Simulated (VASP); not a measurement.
Here is a VASP 6.6.1 calculation.

Contents of INCAR:

```
ALGO = Normal ; EDIFF = 1E-6
ENCUT = 520 ; GGA = PE
ISIF = 2 ; ISMEAR = -1
LASPH = True ; LCHARG = False
LREAL = False ; LWAVE = False
NBANDS = 16 ; NELM = 100
PREC = Accurate ; SIGMA = 0.03
```

KPOINTS

```
k-points
0
Gamma
  6 6 5
```

POSCAR

```
Se
1.0
    4.3071900132      0.0000000000      0.0000000000
   -2.1535950066      3.7301359704      0.0000000000
    0.0000000000      0.0000000000      4.8866512526
Se
3
Direct
    0.2254000000      0.0000000000      0.3333333333
    0.0000000000      0.2254000000      0.6666666667
    0.7746000000      0.7746000000      0.0000000000
```

Potentials or basis: VASP PAW PBE potentials, release 64 (Se).

The run is started by

```console
$ cat potpaw_PBE.64/Se/POTCAR > POTCAR
$ mpirun -np 1 vasp_std > vasp.out
```

(1) Estimate the pressure.

(2) Estimate the largest force.

Results:

(1) 5.7 GPa.

(2) 0.889 eV/Å.

Caveat: the cell stands under pressure.
